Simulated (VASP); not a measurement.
## Ga2O3: single point with PBE

Ga2O3:

```xyz
10
Lattice="-2.5287 4.3798 0.0000 -5.0573 0.0000 0.0000 -2.5287 1.4599 4.5417" Properties=species:S:1:pos:R:3 pbc="T T T"
Ga   -5.0573    2.9198    0.3056
Ga   -7.5860    4.3798    1.9652
Ga   -5.0573    2.9198    4.2361
Ga   -2.5287    1.4599    2.5765
O    -6.0528    4.3798    3.4063
O    -5.8239    1.3278    3.4063
O    -3.2953    3.0520    3.4063
O    -4.0618    1.4599    1.1354
O    -4.2907    4.5119    1.1354
O    -6.8194    2.7877    1.1354
```

```json
{"Program": "VASP 6.6.1", "Task": "single point", "Functional": "PBE", "Potentials or basis": "VASP PAW PBE potentials, release 64 (Ga_d, O)", "Cutoff": "520 eV", "k mesh": "4 × 4 × 4", "Occupations": "gaussian, width 0.1 eV", "Spin": "no spin polarisation"}
```

The pressure is 0.9 GPa. The largest force is 0.020 eV/Å and the band gap on the k mesh is 2.43 eV (least direct gap 2.63 eV).

Forces on the atoms (eV/Å):
```
Ga   0.000  0.000  0.020
Ga   0.000  0.000 -0.020
Ga   0.000  0.000 -0.020
Ga   0.000  0.000  0.020
O   -0.001  0.000  0.000
O    0.001 -0.001  0.000
O    0.001  0.001  0.000
O    0.001  0.000  0.000
O   -0.001  0.001  0.000
O   -0.001 -0.001  0.000
```

Stress tensor (GPa, compression positive):
```
0.96 0.00 0.00
0.00 0.96 0.00
0.00 0.00 0.82
```

Levels at points of the mesh, in eV from the valence-band top:
```
           k point  band 41  band 42  band 43  band 44  band 45  band 46  band 47  band 48
(0.00, 0.00, 0.00)    -0.28    -0.27    -0.19    -0.19     2.43     6.34     6.59     8.55
(0.50, 0.00, 0.00)    -0.89    -0.89    -0.11    -0.11     6.04     6.04     6.41     6.41
(0.50, 0.50, 0.00)    -0.78    -0.65    -0.21    -0.11     6.16     6.38     7.27     7.31
(0.00, 0.00, 0.50)    -0.25    -0.25    -0.25    -0.25     5.51     5.51     7.52     7.52
```

It took 98 s on 1 thread of Intel(R) Xeon(R) Platinum 8124M CPU @ 3.00GHz (Skylake/Cascade Lake), on a shared host, peak memory 0.25 GiB.

A k mesh can miss the band edges. As with any semilocal functional, this PBE gap is likely too small.
